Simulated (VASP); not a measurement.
# TePb (Fm-3m) in VASP: further runs

TePb is run at these levels: PBEsol; tasks: single point.

All numbers are computed with VASP 6.6.1; they aren't measurements. Logs are shortened: lines on timing, memory, paths and dates and some standing lists are left out, and cuts for length are marked.

### 1 The cell of the first run

The structure is cubic, space group Fm-3m (No. 225). Conventional cell: a = 6.419 Å, b = 6.419 Å, c = 6.419 Å, α = 90.00°, β = 90.00°, γ = 90.00°. Pb (site symmetry m-3m) has 6 Te at 3.21 Å within 4.2 Å. Te (site symmetry m-3m) has 6 Pb at 3.21 Å within 4.2 Å.

### 2 Single point, PBEsol

Contents of INCAR:

```
ALGO = Normal
EDIFF = 1E-7
ENCUT = 520
GGA = PS
ISIF = 2
ISMEAR = -1
LASPH = T
LCHARG = F
LREAL = F
LWAVE = F
NBANDS = 17
NELM = 80
PREC = Accurate
SIGMA = 0.05
```

Contents of KPOINTS:

```
k-points
0
Gamma
  7 7 7
```

Contents of POSCAR:

```
TePb
1.0
    0.0000000000      3.2093147829      3.2093147829
    3.2093147829      0.0000000000      3.2093147829
    3.2093147829      3.2093147829      0.0000000000
Pb Te
1 1
Direct
    0.0000000000      0.0000000000      0.0000000000
    0.5000000000      0.5000000000      0.5000000000
```

Potentials or basis: VASP PAW PBE potentials, release 64 (Pb_d, Te).

Command:

```
cat potpaw_PBE.64/Pb_d/POTCAR potpaw_PBE.64/Te/POTCAR > POTCAR
mpirun -np 1 vasp_std > vasp.out
```

OUTCAR:

```text
EDIFF = 1E-7
   ENCUT = 520
   GGA = PS
   ISIF = 2
   ISMEAR = -1
   LASPH = T
   LREAL = F
   NELM = 80
   PREC = Accurate

 ion  position               nearest neighbor table
   1  0.000  0.000  0.000-   2 3.21   2 3.21   2 3.21   2 3.21   2 3.21   2 3.21
   2  0.500  0.500  0.500-   1 3.21   1 3.21   1 3.21   1 3.21   1 3.21   1 3.21

  LATTYP: Found a face centered cubic cell.
 ALAT       =     6.4186295658

  Lattice vectors:

 A1 = (   0.0000000000,   3.2093147829,   3.2093147829)
 A2 = (   3.2093147829,   0.0000000000,   3.2093147829)
 A3 = (   3.2093147829,   3.2093147829,   0.0000000000)

Analysis of symmetry for initial positions (statically):
=====================================================================
 Subroutine PRICEL returns:
 Original cell was already a primitive cell.

 Routine SETGRP: Setting up the symmetry group for a
 face centered cubic supercell.

 Subroutine GETGRP returns: Found 48 space group operations
[... 9 lines left out ...]

 Routine SETGRP: Setting up the symmetry group for a
 face centered cubic supercell.

 Subroutine GETGRP returns: Found 48 space group operations
[... 11 lines left out ...]
                                     Primitive cell

  volume of cell :      66.1100

  direct lattice vectors                    reciprocal lattice vectors
     0.000000000  3.209314783  3.209314783    -0.155796497  0.155796497  0.155796497
     3.209314783  0.000000000  3.209314783     0.155796497 -0.155796497  0.155796497
     3.209314783  3.209314783  0.000000000     0.155796497  0.155796497 -0.155796497

  length of vectors
     4.538656492  4.538656492  4.538656492     0.269847448  0.269847448  0.269847448

  position of ions in fractional coordinates (direct lattice)
     0.000000000  0.000000000  0.000000000
     0.500000000  0.500000000  0.500000000

  ion indices of the primitive-cell ions
   primitive index   ion index
                 1           1
                 2           2

----------------------------------------------------------------------------------------

 KPOINTS: k-points

Automatic generation of k-mesh.
 Grid dimensions read from file:
 generate k-points for:    7    7    7

 Generating k-lattice:

  Cartesian coordinates                     Fractional coordinates (reciprocal lattice)
    -0.022256642  0.022256642  0.022256642     0.142857143  0.000000000  0.000000000
     0.022256642 -0.022256642  0.022256642     0.000000000  0.142857143  0.000000000
     0.022256642  0.022256642 -0.022256642     0.000000000  0.000000000  0.142857143

  Length of vectors
     0.038549635  0.038549635  0.038549635

  Shift w.r.t. Gamma in fractional coordinates (k-lattice)
     0.000000000  0.000000000  0.000000000

 Subroutine IBZKPT returns following result:
 ===========================================

 Found     20 irreducible k-points:

 Following reciprocal coordinates:
            Coordinates               Weight
  0.000000  0.000000  0.000000      1.000000
  0.142857  0.000000  0.000000      8.000000
  0.285714  0.000000  0.000000      8.000000
  0.428571  0.000000  0.000000      8.000000
  0.142857  0.142857  0.000000      6.000000
  0.285714  0.142857  0.000000     24.000000
[... 12 lines left out ...]
 -0.428571  0.428571  0.142857     24.000000
 -0.285714  0.428571  0.142857     24.000000
   k-points           NKPTS =     20   k-points in BZ     NKDIM =     20   number of bands    NBANDS=     17
   number of dos      NEDOS =    301   number of ions     NIONS =      2
   total plane-waves  NPLWV =  46656
   dimension x,y,z NGX =    36 NGY =   36 NGZ =   36
   dimension x,y,z NGXF=    72 NGYF=   72 NGZF=   72
   ions per type =               1   1
   NGX,Y,Z   is equivalent  to a cutoff of  13.19, 13.19, 13.19 a.u.
   NGXF,Y,Z  is equivalent  to a cutoff of  26.37, 26.37, 26.37 a.u.
 SYSTEM =  unknown system
   PREC   = accura    normal or accurate (medium, high low for compatibility)
   ISTART =      0    job   : 0-new  1-cont  2-samecut
   ICHARG =      2    charge: 1-file 2-atom 10-const
   ISPIN  =      1    spin polarized calculation?
   LNONCOLLINEAR =      F non collinear calculations
   LSORBIT =      F    spin-orbit coupling
   LASPH  =      T    aspherical Exc in radial PAW
   ENCUT  =  520.0 eV  38.22 Ry    6.18 a.u.   8.44  8.44  8.44*2*pi/ulx,y,z
   NELM   =     80;   NELMIN=  2; NELMDL= -5     # of ELM steps
   EDIFF  = 0.1E-06   stopping-criterion for ELM
   LREAL  =      F    real-space projection
   EDIFFG = 0.1E-05   stopping-criterion for IOM
   NSW    =      0    number of steps for IOM
   IBRION =     -1    ionic relax: 0-MD 1-quasi-New 2-CG
   NFREE  =      0    steps in history (QN), initial steepest desc. (CG)
   ISIF   =      2    stress and relaxation
   ISYM   =      2    0-nonsym 1-usesym 2-fastsym
   POTIM  = 0.5000    time-step for ionic-motion
   TEBEG  =    0.0;   TEEND  =   0.0 temperature during run
   PSTRESS=    0.0 pullay stress
   NELECT =      20.0000    total number of electrons
   NUPDOWN=      -1.0000    fix difference up-down
   EMIN   =  10.00;   EMAX   =-10.00  energy-range for DOS
   EFERMI =   0.00;   METHOD = LEGACY
   ISMEAR =    -1;   SIGMA  =   0.05  broadening in eV -4-tet -1-fermi 0-gaus
   EFERMI_NEDOS =   21; number of points for ismear=-14 and -15
   IALGO  =     38    algorithm
   IMIX   =      4    mixing-type and parameters
     AMIX     =   0.40;   BMIX     =  1.00
     AMIX_MAG =   1.60;   BMIX_MAG =  1.00
  volume/ion in A,a.u.               =      33.05       223.07
  Fermi-wavevector in a.u.,A,eV,Ry     =   1.098995  2.076800 16.432991  1.207791
  Thomas-Fermi vector in A             =   2.235382
   LORBIT       =      0    0 simple, 1 ext, 2 COOP (PROOUT), +10 PAW based schemes
   GGA     = PS    functional components
   LHFCALC =     F    Hartree Fock is set to
   AEXX    =    0.0000 exact exchange contribution
   IVDW    =     0    specifies the selected vdW correction
   LEPSILON=     F    determine dielectric tensor
   LRPA    =     F    only Hartree local field effects (RPA)
 non-spin polarized calculation
  energy-cutoff  :      520.00
  volume of cell :       66.11
 maximum number of plane-waves:      1807
 NGX is ok and might be reduce to    36
   NGX = 17   NGY = 17   NGZ = 17

 number of electron      20.0000000 magnetization

 Free energy of the ion-electron system (eV)
  ---------------------------------------------------
  ext. energy  EPLUGINS =         0.00000000
  ---------------------------------------------------
  free energy    TOTEN  =        -8.25957797 eV

  energy without entropy =       -8.25957277  energy(sigma->0) =       -8.25957537

 E-fermi :   6.0793     XC(G=0):  -9.5614

 val. band max:        5.6095383811   @ k =   0.4286   0.0000   0.0000
 cond. band min:       6.5372876959   @ k =   0.4286   0.0000   0.0000
 fundamental gap:      0.9277493148
 Fermi energy:         6.0792569797

 k-point     1 :       0.0000    0.0000    0.0000
  band No.  band energies     occupation
      1     -10.9392      2.00000
      2     -10.9392      2.00000
      3     -10.9265      2.00000
      4     -10.9265      2.00000
      5     -10.9265      2.00000
      6      -6.4822      2.00000
[... 9 lines left out ...]
     16      11.4343      0.00000
     17      12.8845      0.00000

 k-point     2 :       0.1429    0.0000    0.0000
  band No.  band energies     occupation
      1     -10.9418      2.00000
      2     -10.9418      2.00000
      3     -10.9260      2.00000
      4     -10.9234      2.00000
      5     -10.9234      2.00000
      6      -6.3022      2.00000
[... 9 lines left out ...]
     16      11.8214      0.00000
     17      14.2711      0.00000

 k-point     3 :       0.2857    0.0000    0.0000
  band No.  band energies     occupation
      1     -10.9490      2.00000
      2     -10.9490      2.00000
      3     -10.9250      2.00000
      4     -10.9152      2.00000
      5     -10.9152      2.00000
      6      -5.7920      2.00000
[... 9 lines left out ...]
     16      12.8629      0.00000
     17      16.4983      0.00000

 k-point     4 :       0.4286    0.0000    0.0000
  band No.  band energies     occupation
      1     -10.9550      2.00000
      2     -10.9550      2.00000
      3     -10.9243      2.00000
      4     -10.9083      2.00000
      5     -10.9083      2.00000
      6      -5.1360      2.00000
[... 9 lines left out ...]
     16      14.4017      0.00000
     17      15.7292      0.00000

 k-point     5 :       0.1429    0.1429    0.0000
  band No.  band energies     occupation
      1     -10.9486      2.00000
      2     -10.9368      2.00000
      3     -10.9287      2.00000
      4     -10.9214      2.00000
      5     -10.9214      2.00000
      6      -6.2423      2.00000
[... 9 lines left out ...]
     16      12.4845      0.00000
     17      13.6772      0.00000

 k-point     6 :       0.2857    0.1429    0.0000
  band No.  band energies     occupation
      1     -10.9588      2.00000
      2     -10.9392      2.00000
      3     -10.9284      2.00000
      4     -10.9161      2.00000
      5     -10.9138      2.00000
      6      -5.8429      2.00000
[... 9 lines left out ...]
     16      13.5482      0.00000
     17      15.0623      0.00000
[... 201 lines left out ...]
 k-point    17 :       0.4286    0.2857    0.1429
  band No.  band energies     occupation
      1     -10.9699      2.00000
      2     -10.9408      2.00000
      3     -10.9275      2.00000
      4     -10.9101      2.00000
      5     -10.9097      2.00000
      6      -5.3820      2.00000
[... 9 lines left out ...]
     16      14.6290      0.00000
     17      15.4566      0.00000

 k-point    18 :      -0.4286    0.2857    0.1429
  band No.  band energies     occupation
      1     -10.9755      2.00000
      2     -10.9455      2.00000
      3     -10.9216      2.00000
      4     -10.9127      2.00000
      5     -10.9040      2.00000
      6      -4.8413      2.00000
[... 9 lines left out ...]
     16      15.0795      0.00000
     17      16.1223      0.00000

 k-point    19 :      -0.4286    0.4286    0.1429
  band No.  band energies     occupation
      1     -10.9949      2.00000
      2     -10.9353      2.00000
      3     -10.9302      2.00000
      4     -10.9060      2.00000
      5     -10.8991      2.00000
      6      -4.7282      2.00000
[... 9 lines left out ...]
     16      15.9280      0.00000
     17      16.6844      0.00000

 k-point    20 :      -0.2857    0.4286    0.1429
  band No.  band energies     occupation
      1     -10.9878      2.00000
      2     -10.9415      2.00000
      3     -10.9218      2.00000
      4     -10.9138      2.00000
      5     -10.8992      2.00000
      6      -4.5893      2.00000
[... 9 lines left out ...]
     16      16.0087      0.00000
     17      16.5345      0.00000

------------------------ aborting loop because EDIFF is reached ----------------------------------------

  FORCE on cell =-STRESS in cart. coord.  units (eV):
  Direction    XX          YY          ZZ          XY          YZ          ZX
  --------------------------------------------------------------------------------------
  -------------------------------------------------------------------------------------
  Total        0.1965749      0.1965749      0.1965749     -0.0000000      0.0000000      0.0000000
  in kB        4.7639994      4.7639994      4.7639994     -0.0000000      0.0000000      0.0000000
  external PRESSURE =       4.7639994 kB  Pullay stress =       0.0000000 kB

 VOLUME and BASIS-vectors are now :
 -----------------------------------------------------------------------------
  energy-cutoff  :      520.00
  volume of cell :       66.11
      direct lattice vectors                 reciprocal lattice vectors
     0.000000000  3.209314783  3.209314783    -0.155796497  0.155796497  0.155796497
     3.209314783  0.000000000  3.209314783     0.155796497 -0.155796497  0.155796497
     3.209314783  3.209314783  0.000000000     0.155796497  0.155796497 -0.155796497

 POSITION                                       TOTAL-FORCE (eV/Angst)
 -----------------------------------------------------------------------------------
      0.00000      0.00000      0.00000         0.000000     -0.000000     -0.000000
      3.20931      3.20931      3.20931        -0.000000      0.000000      0.000000
 -----------------------------------------------------------------------------------
    total drift:                               -0.000000      0.000000      0.000000

  FREE ENERGIE OF THE ION-ELECTRON SYSTEM (eV)
  ---------------------------------------------------
  free  energy   TOTEN  =        -8.2595779662 eV

  energy  without entropy=       -8.2595727724  energy(sigma->0) =       -8.25957537
```

It took 11 s on 1 thread of Intel Xeon 6975P-C (Granite Rapids), shared host; peak memory 0.2 GiB.

Results:

```yaml
Free_energy: -8.2596 eV
Pressure: 0.5 GPa
```

Caveat: this odd mesh misses L, where the gap lies, so gap, dielectric constants and Born charges aren't listed; the PAW data sets were made with another functional, which shifts forces and pressure a little; spin-orbit coupling is left out, which moves the levels of the heavy elements.

### 3 Single point, PBEsol

This run uses another cell than the first one, of 33.73 Å³/atom, 1.020 times its volume.

Contents of INCAR:

```
ALGO = Normal ; EDIFF = 1E-6
ENCUT = 520 ; GGA = PS
ISIF = 2 ; ISMEAR = -1
LASPH = T ; LCHARG = T
LELF = T ; LREAL = F
LVHAR = T ; LWAVE = F
NBANDS = 17 ; NELM = 60
PREC = Accurate ; SIGMA = 0.05
```

KPOINTS is that of step 2.

Contents of POSCAR:

```
TePb
1.0
    0.0000000000      3.2310000000      3.2310000000
    3.2310000000      0.0000000000      3.2310000000
    3.2310000000      3.2310000000      0.0000000000
Pb Te
1 1
Direct
    0.0000000000      0.0000000000      0.0000000000
    0.5000000000      0.5000000000      0.5000000000
```

Potentials or basis: VASP PAW PBE potentials, release 64 (Pb_d, Te).

Command:

```
cat potpaw_PBE.64/Pb_d/POTCAR potpaw_PBE.64/Te/POTCAR > POTCAR
mpirun -np 1 vasp_std > vasp.out
```

Run time: 9.8 s. Hardware: 1 thread of Intel Xeon 6975P-C (Granite Rapids), shared host; peak memory 0.2 GiB.

It converged, with:

| Quantity | Value |
| --- | --- |
| Free energy | -8.2600 eV |
| Pressure | -0.4 GPa |

Levels at points of the mesh, in eV from the Fermi level:
| k point | band 7 | band 8 | band 9 | band 10 | band 11 | band 12 | band 13 | band 14 |
| --- | --- | --- | --- | --- | --- | --- | --- | --- |
| (0.00, 0.00, 0.00) | -5.99 | -1.71 | -1.71 | -1.71 | 3.68 | 3.68 | 3.68 | 5.38 |

Caveat: this odd mesh misses L, where the gap lies, so gap, dielectric constants and Born charges aren't listed; the PAW data sets were made with another functional, which shifts forces and pressure a little; spin-orbit coupling is left out, which moves the levels of the heavy elements.

### 4 Single point, PBEsol

This run uses another cell than the first one, of 34.40 Å³/atom, 1.041 times its volume.

Contents of INCAR:

```
PREC = Accurate
ENCUT = 520
EDIFF = 1E-7
ISMEAR = -1
SIGMA = 0.05
LREAL = F
LASPH = T
NELM = 100
ALGO = Normal
ISIF = 2
LWAVE = F
LCHARG = F
GGA = PS
NBANDS = 17
```

Contents of KPOINTS:

```
regular mesh
0
Gamma
  7 7 7
```

Contents of POSCAR:

```
TePb
1.0
    0.0000000000      3.2523979746      3.2523979746
    3.2523979746      0.0000000000      3.2523979746
    3.2523979746      3.2523979746      0.0000000000
Pb Te
1 1
Direct
    0.0000000000      0.0000000000      0.0000000000
    0.5000000000      0.5000000000      0.5000000000
```

Command:

```
cat potpaw_PBE.64/Pb_d/POTCAR potpaw_PBE.64/Te/POTCAR > POTCAR
mpirun -np 1 vasp_std > vasp.out
```

It took 10 s on 1 thread of Intel Xeon 6975P-C (Granite Rapids), shared host; peak memory 0.21 GiB.

The run converged. Its results:

| Quantity | Value |
| --- | --- |
| Free energy | -8.2532 eV |
| Pressure | -1.2 GPa |

Levels at points of the mesh, in eV from the Fermi level:
```csv
k point,band 7,band 8,band 9,band 10,band 11,band 12,band 13,band 14
"(0.00, 0.00, 0.00)",-6.06,-1.65,-1.65,-1.65,3.64,3.64,3.64,5.41
```

Caveat: this odd mesh misses L, where the gap lies, so gap, dielectric constants and Born charges aren't listed; the PAW data sets were made with another functional, which shifts forces and pressure a little; spin-orbit coupling is left out, which moves the levels of the heavy elements.

### 5 Summary

```csv
cell,pressure (GPa)
"a = 4.539 Å, angles 60.0°, 2 atoms",0.5
"a = 4.569 Å, angles 60.0°, 2 atoms",-0.4
"a = 4.600 Å, angles 60.0°, 2 atoms",-1.2
```

Alike in all rows: task single point; level PBEsol; potentials or basis VASP PAW PBE potentials, release 64 (Pb_d, Te); no spin polarisation; k mesh 7 × 7 × 7; cutoff (eV) 520; smearing fermi-dirac 0.05 eV.

Caveats: the PAW data sets were made with another functional, which shifts forces and pressure a little; spin-orbit coupling is left out, which moves the levels of the heavy elements.

Total energies depend on the potentials used, so only differences within one code and one set of settings carry meaning.
